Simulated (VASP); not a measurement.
# CaO (Fd-3m) in VASP: further runs

CaO is run at these levels: PBE; tasks: single point, relaxation of cell and atoms.

Program: VASP 6.6.1. These are calculated values, not measurements. Logs are shortened: lines on timing, memory, paths and dates and some standing lists are left out, and cuts for length are marked.

### Step 1. The cell of the first run

The structure is cubic, space group Fd-3m (No. 227). The conventional cell has a = 5.932 Å, b = 5.932 Å, c = 5.932 Å, α = 90.00°, β = 90.00°, γ = 90.00°. Ca (site symmetry -43m) has 4 Ca at 2.57 Å and 10 O at 2.57 to 2.97 Å within 3.4 Å. O (site symmetry -43m) has 10 Ca at 2.57 to 2.97 Å and 4 O at 2.57 Å within 3.4 Å.

The cell was built from a structure type or drawn by symmetry, and may not be a known phase.

### Step 2. Single point, PBE

File INCAR:

```
PREC = Accurate
ENCUT = 520
EDIFF = 1E-6
ISMEAR = 0
SIGMA = 0.1
LREAL = F
LASPH = T
NELM = 100
ALGO = Normal
ISIF = 2
LWAVE = F
LCHARG = F
GGA = PE
NBANDS = 24
```

File KPOINTS:

```
Automatic mesh
0
Gamma
  6 6 6
```

File POSCAR:

```
CaO
1.0
    0.0000000000      2.9660186596      2.9660186596
    2.9660186596      0.0000000000      2.9660186596
    2.9660186596      2.9660186596      0.0000000000
Ca O
2 2
Direct
    0.5000000000      0.5000000000      0.5000000000
    0.7500000000      0.7500000000      0.7500000000
    0.0000000000      0.0000000000      0.0000000000
    0.2500000000      0.2500000000      0.2500000000
```

Potentials or basis: VASP PAW PBE potentials, release 64 (Ca_sv, O).

On the command line:

```bash
$ cat potpaw_PBE.64/Ca_sv/POTCAR potpaw_PBE.64/O/POTCAR > POTCAR
$ mpirun -np 1 vasp_std > vasp.out
```

OUTCAR:

```text
PREC = Accurate
   ENCUT = 520
   EDIFF = 1E-6
   ISMEAR = 0
   LREAL = F
   LASPH = T
   NELM = 100
   ISIF = 2
   GGA = PE

 ion  position               nearest neighbor table
   1  0.500  0.500  0.500-   2 2.57   4 2.57   4 2.57   4 2.57   4 2.57   2 2.57   2 2.57   2 2.57

   2  0.750  0.750  0.750-   1 2.57   3 2.57   1 2.57   1 2.57   1 2.57   3 2.57   3 2.57   3 2.57

   3  0.000  0.000  0.000-   2 2.57   2 2.57   2 2.57   2 2.57
   4  0.250  0.250  0.250-   1 2.57   1 2.57   1 2.57   1 2.57

  LATTYP: Found a face centered cubic cell.
 ALAT       =     5.9320373192

  Lattice vectors:

 A1 = (   0.0000000000,   2.9660186596,   2.9660186596)
 A2 = (   2.9660186596,   0.0000000000,   2.9660186596)
 A3 = (   2.9660186596,   2.9660186596,   0.0000000000)

Analysis of symmetry for initial positions (statically):
=====================================================================
 Subroutine PRICEL returns:
 Original cell was already a primitive cell.

 Routine SETGRP: Setting up the symmetry group for a
 face centered cubic supercell.

 Subroutine GETGRP returns: Found 48 space group operations
 (whereof 24 operations were pure point group operations)
 out of a pool of 48 trial point group operations.

The static configuration has the point symmetry T_d .
 The point group associated with its full space group is O_h .

Analysis of symmetry for dynamics (positions and initial velocities):
=====================================================================
 Subroutine PRICEL returns:
 Original cell was already a primitive cell.

 Routine SETGRP: Setting up the symmetry group for a
 face centered cubic supercell.

 Subroutine GETGRP returns: Found 48 space group operations
 (whereof 24 operations were pure point group operations)
 out of a pool of 48 trial point group operations.

The dynamic configuration has the point symmetry T_d .
 The point group associated with its full space group is O_h .

 Subroutine INISYM returns: Found 48 space group operations
 (whereof 24 operations are pure point group operations),
 and found     1 'primitive' translations

----------------------------------------------------------------------------------------

                                     Primitive cell

  volume of cell :      52.1857

  direct lattice vectors                    reciprocal lattice vectors
     0.000000000  2.966018660  2.966018660    -0.168576148  0.168576148  0.168576148
     2.966018660  0.000000000  2.966018660     0.168576148 -0.168576148  0.168576148
     2.966018660  2.966018660  0.000000000     0.168576148  0.168576148 -0.168576148

  length of vectors
     4.194583815  4.194583815  4.194583815     0.291982453  0.291982453  0.291982453

  position of ions in fractional coordinates (direct lattice)
     0.500000000  0.500000000  0.500000000
     0.750000000  0.750000000  0.750000000
     0.000000000  0.000000000  0.000000000
     0.250000000  0.250000000  0.250000000

  ion indices of the primitive-cell ions
   primitive index   ion index
                 1           1
                 2           2
                 3           3
                 4           4

----------------------------------------------------------------------------------------

 KPOINTS: Automatic mesh

Automatic generation of k-mesh.
 Grid dimensions read from file:
 generate k-points for:    6    6    6

 Generating k-lattice:

  Cartesian coordinates                     Fractional coordinates (reciprocal lattice)
    -0.028096025  0.028096025  0.028096025     0.166666667  0.000000000  0.000000000
     0.028096025 -0.028096025  0.028096025     0.000000000  0.166666667  0.000000000
     0.028096025  0.028096025 -0.028096025     0.000000000  0.000000000  0.166666667

  Length of vectors
     0.048663742  0.048663742  0.048663742

  Shift w.r.t. Gamma in fractional coordinates (k-lattice)
     0.000000000  0.000000000  0.000000000

 Subroutine IBZKPT returns following result:
 ===========================================

 Found     16 irreducible k-points:

 Following reciprocal coordinates:
            Coordinates               Weight
  0.000000  0.000000  0.000000      1.000000
  0.166667  0.000000  0.000000      8.000000
  0.333333  0.000000  0.000000      8.000000
  0.500000  0.000000  0.000000      4.000000
  0.166667  0.166667  0.000000      6.000000
  0.333333  0.166667  0.000000     24.000000
[... 8 lines left out ...]
 -0.333333  0.333333  0.166667     24.000000
 -0.333333  0.500000  0.166667     12.000000
   k-points           NKPTS =     16   k-points in BZ     NKDIM =     16   number of bands    NBANDS=     24
   number of dos      NEDOS =    301   number of ions     NIONS =      4
   total plane-waves  NPLWV =  32768
   dimension x,y,z NGX =    32 NGY =   32 NGZ =   32
   dimension x,y,z NGXF=    64 NGYF=   64 NGZF=   64
   ions per type =               2   2
   NGX,Y,Z   is equivalent  to a cutoff of  12.68, 12.68, 12.68 a.u.
   NGXF,Y,Z  is equivalent  to a cutoff of  25.37, 25.37, 25.37 a.u.
 SYSTEM =  unknown system
   PREC   = accura    normal or accurate (medium, high low for compatibility)
   ISTART =      0    job   : 0-new  1-cont  2-samecut
   ICHARG =      2    charge: 1-file 2-atom 10-const
   ISPIN  =      1    spin polarized calculation?
   LNONCOLLINEAR =      F non collinear calculations
   LSORBIT =      F    spin-orbit coupling
   LASPH  =      T    aspherical Exc in radial PAW
   ENCUT  =  520.0 eV  38.22 Ry    6.18 a.u.   7.80  7.80  7.80*2*pi/ulx,y,z
   NELM   =    100;   NELMIN=  2; NELMDL= -5     # of ELM steps
   EDIFF  = 0.1E-05   stopping-criterion for ELM
   LREAL  =      F    real-space projection
   EDIFFG = 0.1E-04   stopping-criterion for IOM
   NSW    =      0    number of steps for IOM
   IBRION =     -1    ionic relax: 0-MD 1-quasi-New 2-CG
   NFREE  =      0    steps in history (QN), initial steepest desc. (CG)
   ISIF   =      2    stress and relaxation
   ISYM   =      2    0-nonsym 1-usesym 2-fastsym
   POTIM  = 0.5000    time-step for ionic-motion
   TEBEG  =    0.0;   TEEND  =   0.0 temperature during run
   PSTRESS=    0.0 pullay stress
   NELECT =      32.0000    total number of electrons
   NUPDOWN=      -1.0000    fix difference up-down
   EMIN   =  10.00;   EMAX   =-10.00  energy-range for DOS
   EFERMI =   0.00;   METHOD = LEGACY
   ISMEAR =     0;   SIGMA  =   0.10  broadening in eV -4-tet -1-fermi 0-gaus
   EFERMI_NEDOS =   21; number of points for ismear=-14 and -15
   IALGO  =     38    algorithm
   IMIX   =      4    mixing-type and parameters
     AMIX     =   0.40;   BMIX     =  1.00
     AMIX_MAG =   1.60;   BMIX_MAG =  1.00
  volume/ion in A,a.u.               =      13.05        88.04
  Fermi-wavevector in a.u.,A,eV,Ry     =   1.390831  2.628289 26.319248  1.934410
  Thomas-Fermi vector in A             =   2.514728
   LORBIT       =      0    0 simple, 1 ext, 2 COOP (PROOUT), +10 PAW based schemes
   GGA     = PE    functional components
   LHFCALC =     F    Hartree Fock is set to
   AEXX    =    0.0000 exact exchange contribution
   IVDW    =     0    specifies the selected vdW correction
   LEPSILON=     F    determine dielectric tensor
   LRPA    =     F    only Hartree local field effects (RPA)
 non-spin polarized calculation
 Gauss-broadening in eV      SIGMA  =   0.10
  energy-cutoff  :      520.00
  volume of cell :       52.19
 maximum number of plane-waves:      1420
   NGX = 15   NGY = 15   NGZ = 15

 number of electron      31.9999995 magnetization

 Free energy of the ion-electron system (eV)
  ---------------------------------------------------
  ext. energy  EPLUGINS =         0.00000000
  ---------------------------------------------------
  free energy    TOTEN  =       -17.73135847 eV

  energy without entropy =      -17.73135847  energy(sigma->0) =      -17.73135847

 E-fermi :   5.0548     XC(G=0): -10.9993

 val. band max:        4.5924623505   @ k =   0.5000   0.5000   0.0000
 cond. band min:       6.0031252070   @ k =   0.0000   0.0000   0.0000
 fundamental gap:      1.4106628565
 Fermi energy:         5.0547675497

 k-point     1 :       0.0000    0.0000    0.0000
  band No.  band energies     occupation
      1     -37.0095      2.00000
      2     -36.0724      2.00000
      3     -18.1965      2.00000
      4     -18.1965      2.00000
      5     -18.1965      2.00000
      6     -17.0471      2.00000
[... 16 lines left out ...]
     23      11.0578      0.00000
     24      11.0578      0.00000

 k-point     2 :       0.1667    0.0000    0.0000
  band No.  band energies     occupation
      1     -36.9648      2.00000
      2     -36.1206      2.00000
      3     -18.2424      2.00000
      4     -18.2424      2.00000
      5     -18.2211      2.00000
      6     -17.0634      2.00000
[... 16 lines left out ...]
     23      10.8897      0.00000
     24      10.8908      0.00000

 k-point     3 :       0.3333    0.0000    0.0000
  band No.  band energies     occupation
      1     -36.8552      2.00000
      2     -36.2369      2.00000
      3     -18.3243      2.00000
      4     -18.3243      2.00000
      5     -18.3065      2.00000
      6     -17.0355      2.00000
[... 16 lines left out ...]
     23      10.5875      0.00000
     24      10.5875      0.00000
[... 298 lines left out ...]
 k-point    15 :      -0.3333    0.3333    0.1667
  band No.  band energies     occupation
      1     -36.6660      2.00000
      2     -36.4328      2.00000
      3     -18.6174      2.00000
      4     -18.4833      2.00000
      5     -17.8673      2.00000
      6     -17.3832      2.00000
[... 16 lines left out ...]
     23       9.4155      0.00000
     24      10.1092      0.00000

 k-point    16 :      -0.3333    0.5000    0.1667
  band No.  band energies     occupation
      1     -36.5500      2.00000
      2     -36.5500      2.00000
      3     -18.5707      2.00000
      4     -18.5707      2.00000
      5     -17.6417      2.00000
      6     -17.6417      2.00000
[... 16 lines left out ...]
     23       9.6631      0.00000
     24       9.6631      0.00000

------------------------ aborting loop because EDIFF is reached ----------------------------------------

  FORCE on cell =-STRESS in cart. coord.  units (eV):
  Direction    XX          YY          ZZ          XY          YZ          ZX
  --------------------------------------------------------------------------------------
  -------------------------------------------------------------------------------------
  Total        0.1671901      0.1671901      0.1671901      0.0000000      0.0000000      0.0000000
  in kB        5.1329796      5.1329796      5.1329796      0.0000000      0.0000000      0.0000000
  external PRESSURE =       5.1329796 kB  Pullay stress =       0.0000000 kB

 VOLUME and BASIS-vectors are now :
 -----------------------------------------------------------------------------
  energy-cutoff  :      520.00
  volume of cell :       52.19
      direct lattice vectors                 reciprocal lattice vectors
     0.000000000  2.966018660  2.966018660    -0.168576148  0.168576148  0.168576148
     2.966018660  0.000000000  2.966018660     0.168576148 -0.168576148  0.168576148
     2.966018660  2.966018660  0.000000000     0.168576148  0.168576148 -0.168576148

 POSITION                                       TOTAL-FORCE (eV/Angst)
 -----------------------------------------------------------------------------------
      2.96602      2.96602      2.96602         0.000000      0.000000      0.000000
      4.44903      4.44903      4.44903        -0.000000     -0.000000     -0.000000
      0.00000      0.00000      0.00000         0.000000      0.000000     -0.000000
      1.48301      1.48301      1.48301        -0.000000     -0.000000     -0.000000
 -----------------------------------------------------------------------------------
    total drift:                                0.000000     -0.000000      0.000000

  FREE ENERGIE OF THE ION-ELECTRON SYSTEM (eV)
  ---------------------------------------------------
  free  energy   TOTEN  =       -17.7313584743 eV

  energy  without entropy=      -17.7313584743  energy(sigma->0) =      -17.73135847
```

It took 40 s on 1 thread of AMD EPYC 7R43 (Zen 3), shared host; peak memory 0.14 GiB.

What came out:

| Property | Result |
| --- | --- |
| Free energy | -17.7314 eV |
| Pressure | 0.5 GPa |
| Band gap on the k mesh | 1.41 eV (least direct gap 2.11 eV) |

### Step 3. Single point, PBE

This run uses another cell than the first one, of 16.32 Å³/atom.

File INCAR:

```
SYSTEM = CaO
PREC = Accurate
ENCUT = 520
EDIFF = 1E-6
ISMEAR = 0
SIGMA = 0.1
LREAL = .False.
LASPH = .True.
NELM = 100
ALGO = Normal
ISIF = 2
LWAVE = .False.
LCHARG = .False.
GGA = PE
NBANDS = 24
```

File KPOINTS:

```
Automatic mesh
0
Gamma
  6 6 6
  0 0 0
```

File POSCAR:

```
CaO
1.0
    0.0000000000      3.1960167200      3.1960167200
    3.1960167200      0.0000000000      3.1960167200
    3.1960167200      3.1960167200      0.0000000000
Ca O
2 2
Direct
    0.5000000000      0.5000000000      0.5000000000
    0.7500000000      0.7500000000      0.7500000000
    0.0000000000      0.0000000000      0.0000000000
    0.2500000000      0.2500000000      0.2500000000
```

Potentials or basis: VASP PAW PBE potentials, release 64 (Ca_sv, O).

On the command line:

```bash
$ cat potpaw_PBE.64/Ca_sv/POTCAR potpaw_PBE.64/O/POTCAR > POTCAR
$ mpirun -np 1 vasp_std > vasp.out
```

It took 72 s on 1 thread of AMD EPYC 7R43 (Zen 3), shared host; peak memory 0.17 GiB.

The run converged. Its results:

- Free energy: -17.1973 eV
- Pressure: -11.2 GPa
- Band gap on the k mesh: 1.09 eV (least direct gap 1.73 eV)

Levels at points of the mesh, in eV from the valence-band top:
```tsv
k point	band 13	band 14	band 15	band 16	band 17	band 18	band 19	band 20
(0.00, 0.00, 0.00)	-1.96	-1.04	-1.04	-1.04	1.09	1.49	1.49	3.13
(0.50, 0.00, 0.00)	-2.48	-0.64	-0.64	-0.33	2.36	2.63	2.63	3.34
(0.50, 0.50, 0.00)	-1.73	-1.73	0.00	0.00	1.73	1.73	2.37	2.37
```

Caveat: the cell stands under tension.

### Step 4. Relaxation of cell and atoms, PBE

This run uses another cell than the first one, of 16.32 Å³/atom.

File INCAR:

```
ALGO = Normal ; EDIFF = 1E-6
EDIFFG = -0.04 ; ENCUT = 600
GGA = PE ; IBRION = 2
ISIF = 3 ; ISMEAR = 0
LASPH = True ; LCHARG = False
LREAL = False ; LWAVE = False
NELM = 80 ; NSW = 90
PREC = Accurate ; SIGMA = 0.1
```

File KPOINTS:

```
k-points
0
Gamma
  6 6 6
```

POSCAR is that of step 3.

On the command line:

```bash
$ cat potpaw_PBE.64/Ca_sv/POTCAR potpaw_PBE.64/O/POTCAR > POTCAR
$ mpirun -np 1 vasp_std > vasp.out
```

Run time: 3.2 min. Hardware: 1 thread of AMD EPYC 7R43 (Zen 3), shared host; peak memory 0.19 GiB.

The run converged. Its results:

| Item | Value |
| --- | --- |
| Free energy | -17.7555 eV |
| Relaxed volume | 13.15 Å³/atom |
| Relaxed cell | a = 4.206 Å, b = 4.206 Å, c = 4.206 Å, α = 60.00°, β = 60.00°, γ = 60.00° |
| Space group after relaxing (to 0.1 Å) | Fd-3m (No. 227) |
| Energy gained by relaxing | 138.9 meV/atom |
| Ionic steps | 3 |
| Pressure after relaxing | -0.3 GPa |
| Band gap on the k mesh | 1.42 eV (least direct gap 2.10 eV) |

The path:
```
step  energy change (eV)  largest force (eV/Å)  pressure (GPa)  volume (Å³)
   1              0.0000                0.0000          -11.27        65.29
   2             -0.5241                0.0000           -3.71        55.03
   3             -0.5554                0.0000           -0.27        52.60
```

Final structure:
```xyz
4
Lattice="0.0000 2.9739 2.9739 2.9739 0.0000 2.9739 2.9739 2.9739 0.0000" Properties=species:S:1:pos:R:3 pbc="T T T"
Ca    2.9739    2.9739    2.9739
Ca    4.4609    4.4609    4.4609
O     0.0000    0.0000    0.0000
O     1.4870    1.4870    1.4870
```

Levels at points of the mesh, in eV from the valence-band top:
| k point | band 12 | band 13 | band 14 | band 15 | band 16 | band 17 | band 18 | band 19 | band 20 |
| --- | --- | --- | --- | --- | --- | --- | --- | --- | --- |
| (0.00, 0.00, 0.00) | -2.60 | -2.60 | -1.27 | -1.27 | -1.27 | 1.42 | 1.42 | 2.88 | 3.96 |
| (0.50, 0.00, 0.00) | -3.23 | -3.23 | -0.88 | -0.88 | -0.33 | 2.86 | 3.28 | 3.28 | 3.93 |
| (0.50, 0.50, 0.00) | -2.98 | -1.96 | -1.96 | 0.00 | 0.00 | 2.10 | 2.10 | 2.82 | 2.82 |

Caveat: the volume moved by over 15 % at a fixed basis, so the end points are rough. A k mesh can miss the band edges.

### Step 5. Overview

| task | cell | cutoff (eV) | gap on the mesh (eV) | pressure (GPa) |
| --- | --- | --- | --- | --- |
| single point | a = 4.195 Å, angles 60.0°, 4 atoms | 520 | 1.41 | 0.5 |
| single point | a = 4.520 Å, angles 60.0°, 4 atoms | 520 | 1.09 | -11.2 |
| relaxation of cell and atoms | relaxed from a = 4.520 Å, angles 60.0°, 4 atoms | 600 | 1.42 | -0.3 |

Alike in all rows: level PBE; potentials or basis VASP PAW PBE potentials, release 64 (Ca_sv, O); no spin polarisation; k mesh 6 × 6 × 6; smearing gaussian 0.1 eV.

Caveats: the cell stands under tension (at least some runs); the volume moved by over 15 % at a fixed basis, so the end points are rough (at least some runs).

Total energies depend on the potentials used, so only differences within one code and one set of settings carry meaning.
